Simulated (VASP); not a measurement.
Crystal: Hf.

```
CELL_PARAMETERS angstrom
3.16320 0.00000 0.00000
-1.58160 2.73941 0.00000
0.00000 0.00000 10.33100
ATOMIC_POSITIONS crystal
Hf 0.00000 0.00000 0.00000
Hf 0.00000 0.00000 0.50000
Hf 0.33333 0.66667 0.25000
Hf 0.66667 0.33333 0.75000
```

- Program: VASP 6.6.1
- Task: relaxation of cell and atoms
- Functional: LDA
- Potentials or basis: VASP PAW LDA potentials, release 64 (Hf_pv)
- Cutoff: 600 eV
- k mesh: 11 × 11 × 3
- Occupations: fermi-dirac, width 0.1 eV
- Spin: no spin polarisation

At the start: pressure -7.1 GPa; volume 22.38 Å³/atom.

Task: Where does the relaxation end?

Result: Over 7 steps the energy falls by 36.1 meV/atom and the volume is 20.91 Å³/atom (-6.6 %); space group P6_3/mmc (No. 194, to 0.05 Å).

Step by step:
| step | energy change (eV) | largest force (eV/Å) | pressure (GPa) | volume (Å³) |
| --- | --- | --- | --- | --- |
| 1 | 0.0000 | 0.0000 | -7.09 | 89.52 |
| 2 | 0.0518 | 0.0000 | 10.44 | 77.29 |
| 3 | -0.1418 | 0.0000 | -0.04 | 83.65 |
| 4 | -0.1419 | 0.0000 | 0.11 | 83.54 |
| 5 | -0.1441 | 0.0000 | 0.06 | 83.59 |
| 6 | -0.1444 | 0.0000 | 0.05 | 83.62 |
| 7 | -0.1444 | 0.0000 | 0.05 | 83.63 |

Final structure:
```
Hf
1.0
     3.11161    0.00000    0.00000
    -1.55580    2.69473    0.00000
     0.00000    0.00000    9.97342
Hf
4
Direct
  0.00000 0.00000 0.00000
  0.00000 0.00000 0.50000
  0.33333 0.66667 0.25000
  0.66667 0.33333 0.75000
```
